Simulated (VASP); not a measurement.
Write the native input for VASP 6.6.1 that does the following.

* Task: relaxation of cell and atoms
* Functional: LDA
* Potentials or basis: VASP PAW LDA potentials, release 64 (Mg, C)
* Cutoff: 600 eV
* k mesh: 6 × 6 × 5
* Occupations: gaussian, width 0.02 eV
* Spin: no spin polarisation
* Dipole correction: no
* Further INCAR settings: ALGO = Normal; EDIFF = 1e-07; IBRION = 2; EDIFFG = -0.03; NSW = 80; ISIF = 3

The structure of MgC2 lies in POSCAR:

```
MgC2
1.0
    3.9507770000      0.0000000000      0.0000000000
    0.0000000000      3.9507770000      0.0000000000
    0.0000000000      0.0000000000      4.9870890000
Mg C
2 4
Direct
    0.5000000000      0.5000000000      0.0000000000
    0.0000000000      0.0000000000      0.5000000000
    0.8876550000      0.8876550000      0.0000000000
    0.6123450000      0.3876550000      0.5000000000
    0.1123450000      0.1123450000      0.0000000000
    0.3876550000      0.6123450000      0.5000000000
```

These files were run (other wordings do the same):

INCAR

```
SYSTEM = MgC2
PREC = Accurate
ENCUT = 600
EDIFF = 1E-7
ISMEAR = 0
SIGMA = 0.02
LREAL = .FALSE.
LASPH = .TRUE.
NELM = 80
ALGO = Normal
ISIF = 3
LWAVE = .FALSE.
LCHARG = .FALSE.
GGA = CA
IBRION = 2
NSW = 80
EDIFFG = -0.03
```

KPOINTS

```
Automatic mesh
0
G
  6 6 5
  0 0 0
```

Potentials or basis: VASP PAW LDA potentials, release 64 (Mg, C).

The run is started by

```console
$ cat potpaw_LDA.64/Mg/POTCAR potpaw_LDA.64/C/POTCAR > POTCAR
$ mpirun -np 1 vasp_std > vasp.out
```

It gave:

| Item | Value |
| --- | --- |
| Relaxed volume | 12.03 Å³/atom |
| Relaxed cell | a = 3.874 Å, b = 3.874 Å, c = 4.811 Å, α = 90.00°, β = 90.00°, γ = 90.00° |
| Space group after relaxing (to 0.1 Å) | P4_2/mnm (No. 136) |
| Energy gained by relaxing | 16.2 meV/atom |
| Ionic steps | 13 |
| Pressure after relaxing | 0.4 GPa |
| Largest force after relaxing | 0.023 eV/Å |
| Band gap on the k mesh | 2.26 eV (least direct gap 2.60 eV) |

Caveat: an odd mesh through Γ misses points on the zone boundary, where band edges can lie.

Wall time 100 s on 1 thread of Intel(R) Xeon(R) 6975P-C (Granite Rapids), on a shared host, peak memory 0.19 GiB.
